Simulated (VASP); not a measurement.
Set up this calculation in VASP 6.6.1, as the native input.

| Quantity | Value |
| --- | --- |
| Task | single point |
| Functional | LDA |
| Potentials or basis | VASP PAW LDA potentials, release 64 (Te, Cd, Zn) |
| Cutoff | 520 eV |
| k mesh | 6 × 6 × 1 |
| Occupations | gaussian, width 0.05 eV |
| Spin | no spin polarisation |
| Dipole correction | yes |
| Further INCAR settings | ALGO = Normal; EDIFF = 1e-07; NBANDS = 32 |

The structure of ZnCd2Te2 lies in POSCAR:

```
ZnCd2Te2
1.0
    4.5325544674      0.0000000000      0.0000000000
   -2.2662772337      3.9253073128      0.0000000000
    0.0000000000      0.0000000000     19.8672286441
Te Cd Zn
2 2 1
Direct
    0.0000000000      0.0000000000      0.2013365866
    0.3333333333      0.6666666667      0.3964595968
    0.3333333333      0.6666666667      0.2479059306
    0.6666666667      0.3333333334      0.4211573136
    1.1111111111      0.5555555556      0.5591845746
```

One way to write it, as run:

INCAR

```
SYSTEM = ZnCd2Te2
PREC     = Accurate       ! precision mode
ENCUT    = 520            ! plane-wave cutoff, eV
EDIFF    = 1E-7           ! SCF threshold, eV
ISMEAR   = 0              ! smearing method
SIGMA    = 0.05           ! smearing width, eV
LREAL    = .False.        ! projectors in reciprocal space
LASPH    = .True.         ! aspherical terms in the spheres
NELM     = 100            ! most SCF steps
ALGO     = Normal         ! electronic algorithm
ISIF     = 2              ! what is computed and relaxed
LWAVE    = .False.        ! write WAVECAR
LCHARG   = .False.        ! write CHGCAR
LDIPOL   = .True.       
IDIPOL   = 3            
DIPOL    = 0.5 0.5 0.365
NBANDS   = 32             ! bands
```

KPOINTS

```
regular mesh
0
Gamma
  6 6 1
  0 0 0
```

Potentials or basis: VASP PAW LDA potentials, release 64 (Te, Cd, Zn).

Run with:

```console
$ cat potpaw_LDA.64/Te/POTCAR potpaw_LDA.64/Cd/POTCAR potpaw_LDA.64/Zn/POTCAR > POTCAR
$ mpirun -np 1 vasp_std > vasp.out
```

It gave:

```json
{
 "Largest force": "0.395 eV/Å",
 "Band gap on the k mesh": "zero (filled and empty bands touch)"
}
```

Caveat: spin-orbit coupling is left out, which moves the levels of the heavy elements.

Wall time 5.1 min on 1 thread of Intel(R) Xeon(R) 6975P-C (Granite Rapids), with other jobs on the host, peak memory 0.44 GiB.
